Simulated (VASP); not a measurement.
S: single point with PBEsol

The system is S.

```xyz
6
Lattice="5.0672 2.9255 1.2847 -5.0672 2.9255 1.2847 0.0000 -5.8511 1.2847" Properties=species:S:1:pos:R:3 pbc="T T T"
S     1.2408    1.3909    1.4715
S    -1.8250    0.3791    1.4715
S     0.5842   -1.7700    1.4715
S    -1.2408   -1.3909    2.3825
S     1.8250   -0.3791    2.3825
S    -0.5842    1.7700    2.3825
```

```json
{
  "Program": "VASP 6.6.1",
  "Task": "single point",
  "Functional": "PBEsol",
  "Potentials or basis": "VASP PAW PBE potentials, release 64 (S)",
  "Cutoff": "520 eV",
  "k mesh": "6 × 6 × 6",
  "Occupations": "gaussian, width 0.02 eV",
  "Spin": "no spin polarisation"
}
```

The pressure is 2.6 GPa. The largest force is 0.102 eV/Å and the band gap on the k mesh is 1.66 eV (least direct gap 1.71 eV).

Forces on the atoms (eV/Å):
```
S   -0.053 -0.064  0.059
S    0.082 -0.014  0.059
S   -0.029  0.078  0.059
S    0.053  0.064 -0.059
S   -0.082  0.014 -0.059
S    0.029 -0.078 -0.059
```

Stress tensor (GPa, compression positive):
```
2.54 0.00 0.00
0.00 2.54 0.00
0.00 0.00 2.80
```

Levels at points of the mesh, in eV from the valence-band top:
```tsv
k point	band 14	band 15	band 16	band 17	band 18	band 19	band 20	band 21	band 22	band 23
(0.00, 0.00, 0.00)	-1.86	-1.21	-1.21	-0.97	-0.97	2.20	2.20	3.10	3.10	3.33
(0.50, 0.00, 0.00)	-2.06	-1.94	-1.24	-0.62	-0.53	2.01	2.33	3.05	3.51	3.70
(0.50, 0.50, 0.00)	-1.95	-1.81	-1.62	-1.24	-0.63	1.93	2.06	2.86	3.46	3.90
(0.50, 0.50, 0.50)	-1.92	-1.92	-1.78	-1.78	0.00	1.71	1.71	1.84	3.91	5.07
```

Wall time 4.2 min on 1 thread of Oxide Virtual Turin-like Processor, on a shared host, peak memory 0.3 GiB.

Caveat: this functional lacks dispersion, which holds the molecules together, so the pressure and a relaxed volume are unreliable; the PAW data sets were made with another functional, which shifts forces and pressure a little. A k mesh can miss the band edges.
